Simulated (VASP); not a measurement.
# Ge (P6_3/mmc) in VASP: single point with PBE

Aim: the single point of Ge with PBE.

Everything below comes from runs of VASP 6.6.1. Logs are shortened: lines on timing, memory, paths and dates and some standing lists are left out, and cuts for length are marked.

## 1. The cell of the first run

Symmetry: P6_3/mmc, No. 194, hexagonal system. The conventional cell has a = 3.066 Å, b = 3.066 Å, c = 4.753 Å, α = 90.00°, β = 90.00°, γ = 120.00°. Ge (site symmetry -6m2) has 12 Ge at 2.96 to 3.07 Å within 3.9 Å.

## 2. Single point, PBE

INCAR reads:

```
  PREC = Accurate
  ENCUT = 520
  EDIFF = 1E-6
  ISMEAR = -1
  SIGMA = 0.1
  LREAL = False
  LASPH = True
  NELM = 60
  ALGO = Normal
  ISIF = 2
  LWAVE = False
  LCHARG = False
  GGA = PE
  NBANDS = 21
```

KPOINTS reads:

```
Automatic mesh
0
Gamma
  6 6 4
```

POSCAR reads:

```
Ge
1.0
    3.0662744573      0.0000000000      0.0000000000
   -1.5331372286      2.6554715750      0.0000000000
    0.0000000000      0.0000000000      4.7534533311
Ge
2
Direct
    0.3333333333      0.6666666667      0.2500000000
    0.6666666667      0.3333333333      0.7500000000
```

Potentials or basis: VASP PAW PBE potentials, release 64 (Ge_d).

Command:

```console
> cat potpaw_PBE.64/Ge_d/POTCAR > POTCAR
> mpirun -np 1 vasp_std > vasp.out
```

OUTCAR:

```text
PREC = Accurate
   ENCUT = 520
   EDIFF = 1E-6
   ISMEAR = -1
   LREAL = False
   LASPH = True
   NELM = 60
   ISIF = 2
   GGA = PE

 ion  position               nearest neighbor table
   1  0.333  0.667  0.250-
   2  0.667  0.333  0.750-

  LATTYP: Found a hexagonal cell.
 ALAT       =     3.0662744573
 C/A-ratio  =     1.5502373963

  Lattice vectors:

 A1 = (   3.0662744573,   0.0000000000,   0.0000000000)
 A2 = (  -1.5331372286,   2.6554715750,   0.0000000000)
 A3 = (   0.0000000000,   0.0000000000,   4.7534533311)

Analysis of symmetry for initial positions (statically):
=====================================================================
 Subroutine PRICEL returns:
 Original cell was already a primitive cell.

 Routine SETGRP: Setting up the symmetry group for a
 hexagonal supercell.

 Subroutine GETGRP returns: Found 24 space group operations
 (whereof 12 operations were pure point group operations)
 out of a pool of 24 trial point group operations.

The static configuration has the point symmetry D_3d.
 The point group associated with its full space group is D_6h.

Analysis of symmetry for dynamics (positions and initial velocities):
=====================================================================
 Subroutine PRICEL returns:
 Original cell was already a primitive cell.

 Routine SETGRP: Setting up the symmetry group for a
 hexagonal supercell.

 Subroutine GETGRP returns: Found 24 space group operations
 (whereof 12 operations were pure point group operations)
 out of a pool of 24 trial point group operations.

The dynamic configuration has the point symmetry D_3d.
 The point group associated with its full space group is D_6h.

 Subroutine INISYM returns: Found 24 space group operations
 (whereof 12 operations are pure point group operations),
 and found     1 'primitive' translations

----------------------------------------------------------------------------------------

                                     Primitive cell

  volume of cell :      38.7045

  direct lattice vectors                    reciprocal lattice vectors
     3.066274457  0.000000000  0.000000000     0.326128667  0.188290473  0.000000000
    -1.533137229  2.655471575  0.000000000     0.000000000  0.376580947  0.000000000
     0.000000000  0.000000000  4.753453331     0.000000000  0.000000000  0.210373371

  length of vectors
     3.066274457  3.066274457  4.753453331     0.376580947  0.376580947  0.210373371

  position of ions in fractional coordinates (direct lattice)
     0.333333333  0.666666667  0.250000000
     0.666666667  0.333333333  0.750000000

  ion indices of the primitive-cell ions
   primitive index   ion index
                 1           1
                 2           2

----------------------------------------------------------------------------------------

 KPOINTS: Automatic mesh

Automatic generation of k-mesh.
 Grid dimensions read from file:
 generate k-points for:    6    6    4

 Generating k-lattice:

  Cartesian coordinates                     Fractional coordinates (reciprocal lattice)
     0.054354778  0.031381746  0.000000000     0.166666667 -0.000000000  0.000000000
     0.000000000  0.062763491  0.000000000     0.000000000  0.166666667  0.000000000
     0.000000000  0.000000000  0.052593343     0.000000000  0.000000000  0.250000000

  Length of vectors
     0.062763491  0.062763491  0.052593343

  Shift w.r.t. Gamma in fractional coordinates (k-lattice)
     0.000000000  0.000000000  0.000000000

 Subroutine IBZKPT returns following result:
 ===========================================

 Found     21 irreducible k-points:

 Following reciprocal coordinates:
            Coordinates               Weight
  0.000000  0.000000  0.000000      1.000000
  0.166667  0.000000  0.000000      6.000000
  0.333333  0.000000  0.000000      6.000000
  0.500000  0.000000  0.000000      3.000000
  0.166667  0.166667  0.000000      6.000000
  0.333333  0.166667  0.000000     12.000000
[... 13 lines left out ...]
  0.333333  0.166667  0.500000     12.000000
  0.333333  0.333333  0.500000      2.000000
   k-points           NKPTS =     21   k-points in BZ     NKDIM =     21   number of bands    NBANDS=     21
   number of dos      NEDOS =    301   number of ions     NIONS =      2
   total plane-waves  NPLWV =  20736
   dimension x,y,z NGX =    24 NGY =   24 NGZ =   36
   dimension x,y,z NGXF=    48 NGYF=   48 NGZF=   72
   ions per type =               2
   NGX,Y,Z   is equivalent  to a cutoff of  13.01, 13.01, 12.59 a.u.
   NGXF,Y,Z  is equivalent  to a cutoff of  26.02, 26.02, 25.18 a.u.
 SYSTEM =  unknown system
   PREC   = accura    normal or accurate (medium, high low for compatibility)
   ISTART =      0    job   : 0-new  1-cont  2-samecut
   ICHARG =      2    charge: 1-file 2-atom 10-const
   ISPIN  =      1    spin polarized calculation?
   LNONCOLLINEAR =      F non collinear calculations
   LSORBIT =      F    spin-orbit coupling
   LASPH  =      T    aspherical Exc in radial PAW
   ENCUT  =  520.0 eV  38.22 Ry    6.18 a.u.   5.70  5.70  8.84*2*pi/ulx,y,z
   NELM   =     60;   NELMIN=  2; NELMDL= -5     # of ELM steps
   EDIFF  = 0.1E-05   stopping-criterion for ELM
   LREAL  =      F    real-space projection
   EDIFFG = 0.1E-04   stopping-criterion for IOM
   NSW    =      0    number of steps for IOM
   IBRION =     -1    ionic relax: 0-MD 1-quasi-New 2-CG
   NFREE  =      0    steps in history (QN), initial steepest desc. (CG)
   ISIF   =      2    stress and relaxation
   ISYM   =      2    0-nonsym 1-usesym 2-fastsym
   POTIM  = 0.5000    time-step for ionic-motion
   TEBEG  =    0.0;   TEEND  =   0.0 temperature during run
   PSTRESS=    0.0 pullay stress
   NELECT =      28.0000    total number of electrons
   NUPDOWN=      -1.0000    fix difference up-down
   EMIN   =  10.00;   EMAX   =-10.00  energy-range for DOS
   EFERMI =   0.00;   METHOD = LEGACY
   ISMEAR =    -1;   SIGMA  =   0.10  broadening in eV -4-tet -1-fermi 0-gaus
   EFERMI_NEDOS =   21; number of points for ismear=-14 and -15
   IALGO  =     38    algorithm
   IMIX   =      4    mixing-type and parameters
     AMIX     =   0.40;   BMIX     =  1.00
     AMIX_MAG =   1.60;   BMIX_MAG =  1.00
  volume/ion in A,a.u.               =      19.35       130.60
  Fermi-wavevector in a.u.,A,eV,Ry     =   1.469626  2.777191 29.385877  2.159801
  Thomas-Fermi vector in A             =   2.584981
   LORBIT       =      0    0 simple, 1 ext, 2 COOP (PROOUT), +10 PAW based schemes
   GGA     = PE    functional components
   LHFCALC =     F    Hartree Fock is set to
   AEXX    =    0.0000 exact exchange contribution
   IVDW    =     0    specifies the selected vdW correction
   LEPSILON=     F    determine dielectric tensor
   LRPA    =     F    only Hartree local field effects (RPA)
 non-spin polarized calculation
  energy-cutoff  :      520.00
  volume of cell :       38.70
 maximum number of plane-waves:      1085
 NGX is ok and might be reduce to    24
   NGX = 11   NGY = 11   NGZ = 17

 number of electron      27.9999998 magnetization

 Free energy of the ion-electron system (eV)
  ---------------------------------------------------
  ext. energy  EPLUGINS =         0.00000000
  ---------------------------------------------------
  free energy    TOTEN  =        -8.32514274 eV

  energy without entropy =       -8.28157229  energy(sigma->0) =       -8.30335751

 E-fermi :   6.6815     XC(G=0): -11.1723

 val. band max:        6.5498820600   @ k =   0.3333   0.0000   0.2500
 cond. band min:       6.7636221178   @ k =   0.1667   0.1667   0.5000
 fundamental gap:      0.2137400578
 Fermi energy:         6.6814905193

 k-point     1 :       0.0000    0.0000    0.0000
  band No.  band energies     occupation
      1     -18.2143      2.00000
      2     -18.2139      2.00000
      3     -18.2139      2.00000
      4     -18.2062      2.00000
      5     -18.2062      2.00000
      6     -18.2013      2.00000
[... 13 lines left out ...]
     20      18.8786      0.00000
     21      20.1042      0.00000

 k-point     2 :       0.1667    0.0000    0.0000
  band No.  band energies     occupation
      1     -18.2313      2.00000
      2     -18.2126      2.00000
      3     -18.2036      2.00000
      4     -18.2035      2.00000
      5     -18.1967      2.00000
      6     -18.1939      2.00000
[... 13 lines left out ...]
     20      19.6106      0.00000
     21      20.0067      0.00000

 k-point     3 :       0.3333    0.0000    0.0000
  band No.  band energies     occupation
      1     -18.2540      2.00000
      2     -18.2214      2.00000
      3     -18.2166      2.00000
      4     -18.2125      2.00000
      5     -18.1759      2.00000
      6     -18.1627      2.00000
[... 13 lines left out ...]
     20      17.8815      0.00000
     21      19.2780      0.00000

 k-point     4 :       0.5000    0.0000    0.0000
  band No.  band energies     occupation
      1     -18.2641      2.00000
      2     -18.2317      2.00000
      3     -18.2227      2.00000
      4     -18.2143      2.00000
      5     -18.1666      2.00000
      6     -18.1662      2.00000
[... 13 lines left out ...]
     20      17.3509      0.00000
     21      18.8259      0.00000

 k-point     5 :       0.1667    0.1667    0.0000
  band No.  band energies     occupation
      1     -18.2274      2.00000
      2     -18.2255      2.00000
      3     -18.2218      2.00000
      4     -18.2074      2.00000
      5     -18.1857      2.00000
      6     -18.1748      2.00000
[... 13 lines left out ...]
     20      17.4610      0.00000
     21      18.3173      0.00000
[... 310 lines left out ...]
     20      14.9636      0.00000
     21      16.5526      0.00000

 k-point    19 :       0.1667    0.1667    0.5000
  band No.  band energies     occupation
      1     -18.2296      2.00000
      2     -18.2296      2.00000
      3     -18.2042      2.00000
      4     -18.2042      2.00000
      5     -18.1888      2.00000
      6     -18.1888      2.00000
[... 13 lines left out ...]
     20      17.8918      0.00000
     21      20.3551      0.00000

 k-point    20 :       0.3333    0.1667    0.5000
  band No.  band energies     occupation
      1     -18.2303      2.00000
      2     -18.2303      2.00000
      3     -18.2098      2.00000
      4     -18.2098      2.00000
      5     -18.1801      2.00000
      6     -18.1801      2.00000
[... 13 lines left out ...]
     20      17.2910      0.00000
     21      18.5969      0.00000

 k-point    21 :       0.3333    0.3333    0.5000
  band No.  band energies     occupation
      1     -18.2256      2.00000
      2     -18.2256      2.00000
      3     -18.1876      2.00000
      4     -18.1876      2.00000
      5     -18.1786      2.00000
      6     -18.1786      2.00000
[... 13 lines left out ...]
     20      17.8965      0.00000
     21      18.3876      0.00000

------------------------ aborting loop because EDIFF is reached ----------------------------------------

  FORCE on cell =-STRESS in cart. coord.  units (eV):
  Direction    XX          YY          ZZ          XY          YZ          ZX
  --------------------------------------------------------------------------------------
  -------------------------------------------------------------------------------------
  Total       -0.3256993     -0.3256993      0.5103132     -0.0000000      0.0000000      0.0000000
  in kB      -13.4823472    -13.4823472     21.1244508     -0.0000000      0.0000000      0.0000000
  external PRESSURE =      -1.9467479 kB  Pullay stress =       0.0000000 kB

 VOLUME and BASIS-vectors are now :
 -----------------------------------------------------------------------------
  energy-cutoff  :      520.00
  volume of cell :       38.70
      direct lattice vectors                 reciprocal lattice vectors
     3.066274457  0.000000000  0.000000000     0.326128667  0.188290473  0.000000000
    -1.533137229  2.655471575  0.000000000     0.000000000  0.376580947  0.000000000
     0.000000000  0.000000000  4.753453331     0.000000000  0.000000000  0.210373371

 POSITION                                       TOTAL-FORCE (eV/Angst)
 -----------------------------------------------------------------------------------
     -0.00000      1.77031      1.18836         0.000000      0.000000      0.000000
      1.53314      0.88516      3.56509        -0.000000      0.000000      0.000000
 -----------------------------------------------------------------------------------
    total drift:                               -0.000000      0.000000      0.000000

  FREE ENERGIE OF THE ION-ELECTRON SYSTEM (eV)
  ---------------------------------------------------
  free  energy   TOTEN  =        -8.3251427413 eV

  energy  without entropy=       -8.2815722879  energy(sigma->0) =       -8.30335751
```

Run time: 8.6 s. Hardware: 1 thread of AMD EPYC 9R45 (Zen 5), shared host; peak memory 0.12 GiB.

What came out:

```
Free energy            : -8.3251 eV
Pressure               : -0.2 GPa
Band gap on the k mesh : zero (band 14 reaches 12.76 eV, above the bottom of band 15 at 4.22 eV)
```

Stress tensor (GPa, compression positive):
```
-1.35  0.00  0.00
 0.00 -1.35  0.00
 0.00  0.00  2.11
```

Levels at points of the mesh, in eV from the Fermi level:
```tsv
k point	band 10	band 11	band 12	band 13	band 14	band 15	band 16	band 17	band 18	band 19
(0.00, 0.00, 0.00)	-24.81	-13.13	-7.39	-5.35	5.76	5.76	7.82	7.82	9.54	10.33
(0.50, 0.00, 0.00)	-24.80	-8.62	-7.21	-2.49	-1.28	-1.05	1.25	1.94	5.95	6.61
(0.00, 0.00, 0.50)	-24.83	-11.48	-11.48	1.85	1.85	6.87	6.87	6.87	6.87	11.72
(0.50, 0.00, 0.50)	-24.81	-7.25	-7.25	-4.89	-4.89	3.57	3.57	4.64	4.64	8.28
```

Caveat: the k points lie up to 0.39 Å⁻¹ apart.
